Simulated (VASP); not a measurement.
# Sn (Fd-3m) in VASP: further runs

The runs below take Sn through electric field gradients, with r2SCAN.

Program: VASP 6.6.1. These are calculated values, not measurements. Logs are shortened: lines on timing, memory, paths and dates and some standing lists are left out, and cuts for length are marked.

## (1) The cell of the first run

The structure is cubic, space group Fd-3m (No. 227). The conventional cell has a = 6.459 Å, b = 6.459 Å, c = 6.459 Å, α = 90.00°, β = 90.00°, γ = 90.00°. Sn (site symmetry -43m) has 4 Sn at 2.80 Å within 3.7 Å.

## (2) Electric field gradients, r2SCAN (volume scaled by 0.95)

POSCAR

```
Sn
1.0
    0.0000000000      3.2292984931      3.2292984931
    3.2292984931      0.0000000000      3.2292984931
    3.2292984931      3.2292984931      0.0000000000
Sn
2
Direct
    0.5000000000      0.5000000000      0.5000000000
    0.7500000000      0.7500000000      0.7500000000
```

INCAR.step1

```
SYSTEM = Sn
ALGO = Normal
EDIFF = 1E-4
ENCUT = 520
GGA = PE
ISMEAR = -1
LASPH = .True.
LCHARG = .False.
LREAL = .False.
LWAVE = .True.
NBANDS = 21
NELM = 100
PREC = Accurate
SIGMA = 0.08
```

INCAR.step2

```
SYSTEM = Sn
ALGO = Normal
EDIFF = 1E-8
ENCUT = 520
ISIF = 2
ISMEAR = -1
ISTART = 1
LASPH = .True.
LCHARG = .False.
LEFG = .True.
LMIXTAU = .True.
LREAL = .False.
LWAVE = .False.
METAGGA = R2SCAN
NBANDS = 21
NELM = 100
PREC = Accurate
SIGMA = 0.08
```

KPOINTS

```
k-points
0
Gamma
  9 9 9
  0 0 0
```

Potentials or basis: VASP PAW PBE potentials, release 64 (Sn_d).

Command:

```console
cat potpaw_PBE.64/Sn_d/POTCAR > POTCAR
cp INCAR.step1 INCAR
mpirun -np 1 vasp_std > vasp.out
cp INCAR.step2 INCAR
mpirun -np 1 vasp_std > vasp.out
```

OUTCAR:

```text
SYSTEM = Sn
   EDIFF = 1E-8
   ENCUT = 520
   ISIF = 2
   ISMEAR = -1
   ISTART = 1
   LASPH = .True.
   LREAL = .False.
   METAGGA = R2SCAN
   NELM = 100
   PREC = Accurate

 ion  position               nearest neighbor table
   1  0.500  0.500  0.500-   2 2.80   2 2.80   2 2.80   2 2.80
   2  0.750  0.750  0.750-   1 2.80   1 2.80   1 2.80   1 2.80

  LATTYP: Found a face centered cubic cell.
 ALAT       =     6.4585969862

  Lattice vectors:

 A1 = (   0.0000000000,   3.2292984931,   3.2292984931)
 A2 = (   3.2292984931,   0.0000000000,   3.2292984931)
 A3 = (   3.2292984931,   3.2292984931,   0.0000000000)

Analysis of symmetry for initial positions (statically):
=====================================================================
 Subroutine PRICEL returns:
 Original cell was already a primitive cell.

 Routine SETGRP: Setting up the symmetry group for a
 face centered cubic supercell.

 Subroutine GETGRP returns: Found 48 space group operations
 (whereof 24 operations were pure point group operations)
 out of a pool of 48 trial point group operations.

The static configuration has the point symmetry T_d .
 The point group associated with its full space group is O_h .

Analysis of symmetry for dynamics (positions and initial velocities):
=====================================================================
 Subroutine PRICEL returns:
 Original cell was already a primitive cell.

 Routine SETGRP: Setting up the symmetry group for a
 face centered cubic supercell.

 Subroutine GETGRP returns: Found 48 space group operations
 (whereof 24 operations were pure point group operations)
 out of a pool of 48 trial point group operations.

The dynamic configuration has the point symmetry T_d .
 The point group associated with its full space group is O_h .

 Subroutine INISYM returns: Found 48 space group operations
 (whereof 24 operations are pure point group operations),
 and found     1 'primitive' translations

----------------------------------------------------------------------------------------

                                     Primitive cell

  volume of cell :      67.3526

  direct lattice vectors                    reciprocal lattice vectors
     0.000000000  3.229298493  3.229298493    -0.154832389  0.154832389  0.154832389
     3.229298493  0.000000000  3.229298493     0.154832389 -0.154832389  0.154832389
     3.229298493  3.229298493  0.000000000     0.154832389  0.154832389 -0.154832389

  length of vectors
     4.566917726  4.566917726  4.566917726     0.268177564  0.268177564  0.268177564

  position of ions in fractional coordinates (direct lattice)
     0.500000000  0.500000000  0.500000000
     0.750000000  0.750000000  0.750000000

  ion indices of the primitive-cell ions
   primitive index   ion index
                 1           1
                 2           2

----------------------------------------------------------------------------------------

 KPOINTS: k-points

Automatic generation of k-mesh.
 Grid dimensions read from file:
 generate k-points for:    9    9    9

 Generating k-lattice:

  Cartesian coordinates                     Fractional coordinates (reciprocal lattice)
    -0.017203599  0.017203599  0.017203599     0.111111111  0.000000000  0.000000000
     0.017203599 -0.017203599  0.017203599     0.000000000  0.111111111  0.000000000
     0.017203599  0.017203599 -0.017203599     0.000000000  0.000000000  0.111111111

  Length of vectors
     0.029797507  0.029797507  0.029797507

  Shift w.r.t. Gamma in fractional coordinates (k-lattice)
     0.000000000  0.000000000  0.000000000

 Subroutine IBZKPT returns following result:
 ===========================================

 Found     35 irreducible k-points:

 Following reciprocal coordinates:
            Coordinates               Weight
  0.000000  0.000000  0.000000      1.000000
  0.111111  0.000000  0.000000      8.000000
  0.222222  0.000000  0.000000      8.000000
  0.333333  0.000000  0.000000      8.000000
  0.444444  0.000000  0.000000      8.000000
  0.111111  0.111111  0.000000      6.000000
[... 16 lines left out ...]
 -0.333333  0.333333  0.000000     12.000000
  0.444444  0.444444  0.000000      6.000000
 [... further k-points ...]
   k-points           NKPTS =     35   k-points in BZ     NKDIM =     35   number of bands    NBANDS=     21
   number of dos      NEDOS =    301   number of ions     NIONS =      2
   total plane-waves  NPLWV =  46656
   dimension x,y,z NGX =    36 NGY =   36 NGZ =   36
   dimension x,y,z NGXF=    72 NGYF=   72 NGZF=   72
   ions per type =               2
   NGX,Y,Z   is equivalent  to a cutoff of  13.10, 13.10, 13.10 a.u.
   NGXF,Y,Z  is equivalent  to a cutoff of  26.21, 26.21, 26.21 a.u.
 SYSTEM =  Sn
   PREC   = accura    normal or accurate (medium, high low for compatibility)
   ISTART =      1    job   : 0-new  1-cont  2-samecut
   ICHARG =      0    charge: 1-file 2-atom 10-const
   ISPIN  =      1    spin polarized calculation?
   LNONCOLLINEAR =      F non collinear calculations
   LSORBIT =      F    spin-orbit coupling
   LASPH  =      T    aspherical Exc in radial PAW
   ENCUT  =  520.0 eV  38.22 Ry    6.18 a.u.   8.49  8.49  8.49*2*pi/ulx,y,z
   NELM   =    100;   NELMIN=  2; NELMDL=  0     # of ELM steps
   EDIFF  = 0.1E-07   stopping-criterion for ELM
   LREAL  =      F    real-space projection
   EDIFFG = 0.1E-06   stopping-criterion for IOM
   NSW    =      0    number of steps for IOM
   IBRION =     -1    ionic relax: 0-MD 1-quasi-New 2-CG
   NFREE  =      0    steps in history (QN), initial steepest desc. (CG)
   ISIF   =      2    stress and relaxation
   ISYM   =      2    0-nonsym 1-usesym 2-fastsym
   POTIM  = 0.5000    time-step for ionic-motion
   TEBEG  =    0.0;   TEEND  =   0.0 temperature during run
   PSTRESS=    0.0 pullay stress
   NELECT =      28.0000    total number of electrons
   NUPDOWN=      -1.0000    fix difference up-down
   EMIN   =  10.00;   EMAX   =-10.00  energy-range for DOS
   EFERMI =   0.00;   METHOD = LEGACY
   ISMEAR =    -1;   SIGMA  =   0.08  broadening in eV -4-tet -1-fermi 0-gaus
   EFERMI_NEDOS =   21; number of points for ismear=-14 and -15
   IALGO  =     38    algorithm
   IMIX   =      4    mixing-type and parameters
     AMIX     =   0.40;   BMIX     =  1.00
     AMIX_MAG =   1.60;   BMIX_MAG =  1.00
  volume/ion in A,a.u.               =      33.68       227.26
  Fermi-wavevector in a.u.,A,eV,Ry     =   1.221826  2.308916 20.311573  1.492858
  Thomas-Fermi vector in A             =   2.356994
   LORBIT       =      0    0 simple, 1 ext, 2 COOP (PROOUT), +10 PAW based schemes
   METAGGA = R2SCAN    functional components
   LHFCALC =     F    Hartree Fock is set to
   AEXX    =    0.0000 exact exchange contribution
   IVDW    =     0    specifies the selected vdW correction
   LEPSILON=     F    determine dielectric tensor
   LRPA    =     F    only Hartree local field effects (RPA)
 non-spin polarized calculation
  energy-cutoff  :      520.00
  volume of cell :       67.35
 maximum number of plane-waves:      1837
 NGX is ok and might be reduce to    36
   NGX = 17   NGY = 17   NGZ = 17

 number of electron      28.0000010 magnetization

 Free energy of the ion-electron system (eV)
  ---------------------------------------------------
  ext. energy  EPLUGINS =         0.00000000
  ---------------------------------------------------
  free energy    TOTEN  =       -49.46714239 eV

  energy without entropy =      -49.46511488  energy(sigma->0) =      -49.46612863

 E-fermi :   5.7639     XC(G=0):  -9.6607

 val. band max:        5.7407431885   @ k =   0.0000   0.0000   0.0000
 cond. band min:       5.9290807431   @ k =   0.4444   0.0000   0.0000
 fundamental gap:      0.1883375545
 Fermi energy:         5.7639317445

 k-point     1 :       0.0000    0.0000    0.0000
  band No.  band energies     occupation
      1     -16.6990      2.00000
      2     -16.6989      2.00000
      3     -16.6989      2.00000
      4     -16.6301      2.00000
      5     -16.6301      2.00000
      6     -16.2936      2.00000
[... 13 lines left out ...]
     20      14.0282      0.00000
     21      14.0282      0.00000
[... 529 lines left out ...]
 k-point    24 :       0.4444    0.4444    0.0000
  band No.  band energies     occupation
      1     -16.7539      2.00000
      2     -16.7538      2.00000
      3     -16.6382      2.00000
      4     -16.5728      2.00000
      5     -16.4797      2.00000
      6     -16.4175      2.00000
[... 13 lines left out ...]
     20      16.2880      0.00000
     21      16.3901      0.00000

 [... further k-points ...]

------------------------ aborting loop because EDIFF is reached ----------------------------------------

  FORCE on cell =-STRESS in cart. coord.  units (eV):
  Direction    XX          YY          ZZ          XY          YZ          ZX
  --------------------------------------------------------------------------------------
  -------------------------------------------------------------------------------------
  Total        1.0089522      1.0089522      1.0089522      0.0000000      0.0000000      0.0000000
  in kB       24.0008486     24.0008486     24.0008486      0.0000000      0.0000000      0.0000000
  external PRESSURE =      24.0008486 kB  Pullay stress =       0.0000000 kB

 VOLUME and BASIS-vectors are now :
 -----------------------------------------------------------------------------
  energy-cutoff  :      520.00
  volume of cell :       67.35
      direct lattice vectors                 reciprocal lattice vectors
     0.000000000  3.229298493  3.229298493    -0.154832389  0.154832389  0.154832389
     3.229298493  0.000000000  3.229298493     0.154832389 -0.154832389  0.154832389
     3.229298493  3.229298493  0.000000000     0.154832389  0.154832389 -0.154832389

 POSITION                                       TOTAL-FORCE (eV/Angst)
 -----------------------------------------------------------------------------------
      3.22930      3.22930      3.22930         0.000000      0.000000      0.000000
      4.84395      4.84395      4.84395        -0.000000     -0.000000     -0.000000
 -----------------------------------------------------------------------------------
    total drift:                                0.000000      0.000000      0.000000

  FREE ENERGIE OF THE ION-ELECTRON SYSTEM (eV)
  ---------------------------------------------------
  free  energy   TOTEN  =       -49.4671423863 eV

  energy  without entropy=      -49.4651148817  energy(sigma->0) =      -49.46612863

 Electric field gradients (V/A^2)
---------------------------------------------------------------------
 ion       V_xx      V_yy      V_zz      V_xy      V_xz      V_yz
---------------------------------------------------------------------
   1      -0.000     0.000     0.000    -0.000    -0.000    -0.000
   2      -0.000     0.000     0.000    -0.000    -0.000    -0.000
---------------------------------------------------------------------

 Electric field gradients after diagonalization (V/A^2)
 (convention: |V_zz| > |V_xx| > |V_yy|)
----------------------------------------------------------------------
 ion       V_xx      V_yy      V_zz     asymmetry (V_yy - V_xx)/ V_zz
----------------------------------------------------------------------
   1       0.000     0.000    -0.001       0.000
   2       0.000     0.000    -0.001       0.000
----------------------------------------------------------------------

           NMR quadrupolar parameters

 Cq : quadrupolar parameter    Cq=e*Q*V_zz/h
 eta: asymmetry parameters     (V_yy - V_xx)/ V_zz
 Q  : nuclear electric quadrupole moment in mb (millibarn)
----------------------------------------------------------------------
 ion       Cq(MHz)       eta       Q (mb)
----------------------------------------------------------------------
   1      -0.000       0.000       1.000
   2      -0.000       0.000       1.000
----------------------------------------------------------------------
```

Wall time 3.6 min (1 thread of Intel Xeon Platinum 8259CL at 2.50GHz (Skylake/Cascade Lake), shared host); peak memory 0.23 GiB.

What came out:

- Free energy: -49.4671 eV
- Pressure: 2.4 GPa
- Band gap on the k mesh: zero (filled and empty bands touch)

Caveat: without QUAD_EFG the Cq values of the log hold for a quadrupole moment of 1 mb, not for the nuclei; the PAW data sets were made with another functional, which shifts forces and pressure a little; spin-orbit coupling is left out, which moves the levels of the heavy elements.

## (3) Electric field gradients, r2SCAN (volume scaled by 0.95)

POSCAR is that of step 2.

INCAR.step1

```
  PREC = Accurate
  ENCUT = 520
  ISMEAR = -1
  SIGMA = 0.08
  LREAL = F
  LASPH = T
  NELM = 60
  NBANDS = 21
  GGA = PE
  ALGO = Normal
  EDIFF = 1E-4
  LWAVE = T
  LCHARG = F
```

INCAR.step2

```
  PREC = Accurate
  ENCUT = 520
  EDIFF = 1E-8
  ISMEAR = -1
  SIGMA = 0.08
  LREAL = F
  LASPH = T
  NELM = 60
  ALGO = Normal
  ISIF = 2
  LWAVE = F
  LCHARG = F
  METAGGA = R2SCAN
  LMIXTAU = T
  LEFG = T
  NBANDS = 21
  ISTART = 1
```

KPOINTS

```
Automatic mesh
0
Gamma
  9 9 9
```

Potentials or basis: VASP PAW PBE potentials, release 64 (Sn_d).

Command:

```console
cat potpaw_PBE.64/Sn_d/POTCAR > POTCAR
cp INCAR.step1 INCAR
mpirun -np 1 vasp_std > vasp.out
cp INCAR.step2 INCAR
mpirun -np 1 vasp_std > vasp.out
```

OUTCAR:

```text
PREC = Accurate
   ENCUT = 520
   EDIFF = 1E-8
   ISMEAR = -1
   LREAL = F
   LASPH = T
   NELM = 60
   ISIF = 2
   METAGGA = R2SCAN
   ISTART = 1

 ion  position               nearest neighbor table
   1  0.500  0.500  0.500-   2 2.80   2 2.80   2 2.80   2 2.80
   2  0.750  0.750  0.750-   1 2.80   1 2.80   1 2.80   1 2.80

  LATTYP: Found a face centered cubic cell.
 ALAT       =     6.4585969862

  Lattice vectors:

 A1 = (   0.0000000000,   3.2292984931,   3.2292984931)
 A2 = (   3.2292984931,   0.0000000000,   3.2292984931)
 A3 = (   3.2292984931,   3.2292984931,   0.0000000000)

Analysis of symmetry for initial positions (statically):
[... 788 lines left out ...]
  free  energy   TOTEN  =       -49.4671423863 eV

  energy  without entropy=      -49.4651148817  energy(sigma->0) =      -49.46612863

 Electric field gradients (V/A^2)
---------------------------------------------------------------------
 ion       V_xx      V_yy      V_zz      V_xy      V_xz      V_yz
---------------------------------------------------------------------
   1      -0.000     0.000     0.000    -0.000    -0.000    -0.000
   2      -0.000     0.000     0.000    -0.000    -0.000    -0.000
---------------------------------------------------------------------

 Electric field gradients after diagonalization (V/A^2)
 (convention: |V_zz| > |V_xx| > |V_yy|)
----------------------------------------------------------------------
 ion       V_xx      V_yy      V_zz     asymmetry (V_yy - V_xx)/ V_zz
----------------------------------------------------------------------
   1       0.000     0.000    -0.001       0.000
   2       0.000     0.000    -0.001       0.000
----------------------------------------------------------------------

           NMR quadrupolar parameters

 Cq : quadrupolar parameter    Cq=e*Q*V_zz/h
 eta: asymmetry parameters     (V_yy - V_xx)/ V_zz
 Q  : nuclear electric quadrupole moment in mb (millibarn)
----------------------------------------------------------------------
 ion       Cq(MHz)       eta       Q (mb)
----------------------------------------------------------------------
   1      -0.000       0.000       1.000
   2      -0.000       0.000       1.000
----------------------------------------------------------------------
```

Run time: 3.6 min. Hardware: 1 thread of Intel Xeon Platinum 8259CL at 2.50GHz (Skylake/Cascade Lake), shared host; peak memory 0.23 GiB.

What came out:

```yaml
Free_energy: -49.4671 eV
Pressure: 2.4 GPa
Band_gap_on_the_k_mesh: zero (filled and empty bands touch)
```

Caveat: without QUAD_EFG the Cq values of the log hold for a quadrupole moment of 1 mb, not for the nuclei; the PAW data sets were made with another functional, which shifts forces and pressure a little; spin-orbit coupling is left out, which moves the levels of the heavy elements.

(Part 1 of 3 ends here.)
